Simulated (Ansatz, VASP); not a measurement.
Two plane-wave programs on InP

Contents of INCAR:

```
  PREC = Accurate
  ENCUT = 520
  EDIFF = 1E-6
  ISMEAR = 0
  SIGMA = 0.02
  LREAL = False
  LASPH = True
  NELM = 60
  ALGO = Normal
  ISIF = 2
  LWAVE = False
  LCHARG = True
  GGA = PS
  LELF = True
  LVHAR = True
  NBANDS = 16
```

KPOINTS

```
regular mesh
0
Gamma
  8 8 8
```

POSCAR

```
InP
1.0
    0.0000000000      2.9305000000      2.9305000000
    2.9305000000      0.0000000000      2.9305000000
    2.9305000000      2.9305000000      0.0000000000
In P
1 1
Direct
    0.0000000000      0.0000000000      0.0000000000
    0.2500000000      0.2500000000      0.2500000000
```

Input for Ansatz:

```yaml
crystal:
  lattice:
    - [0.0, 2.9305, 2.9305]
    - [2.9305, 0.0, 2.9305]
    - [2.9305, 2.9305, 0.0]
  atoms:
    - { symbol: In, position: [0.0, 0.0, 0.0] }
    - { symbol: P, position: [0.25, 0.25, 0.25] }
basis:
  ecutwfc: 420
kpoints:
  mp_grid: { grid: [8, 8, 8] }
scf:
  occupations: { method: gaussian, width: 0.02 }
  n_extra_bands: 4
hamiltonian:
  xc: pbesol
  pseudopotentials: { kind: paw, azcp: { folder: soft_1 } }
output:
  eigenvalues: true
  forces: true
  stress: true
```

Alike in both runs: task single point; functional PBEsol; k mesh 8 × 8 × 8; occupations gaussian, width 0.02 eV; no spin polarisation.

|  | VASP | Ansatz |
| --- | --- | --- |
| version | VASP 6.6.1 | Ansatz 0.2.0 |
| potentials or method | VASP PAW PBE potentials, release 64 (In_d, P), cutoff 520 eV | plane-wave PAW, scalar-relativistic |
| valence electrons in the cell | 18 | 18 |

```csv
,VASP,Ansatz,Ansatz less VASP
gap on the k mesh at the Fermi level (eV),0.61,0.61,-0.001
pressure (GPa),0.6,0.6,+0.04
```

VASP's potentials were made for PBE, not for PBEsol, and Ansatz warns of the same on its side.
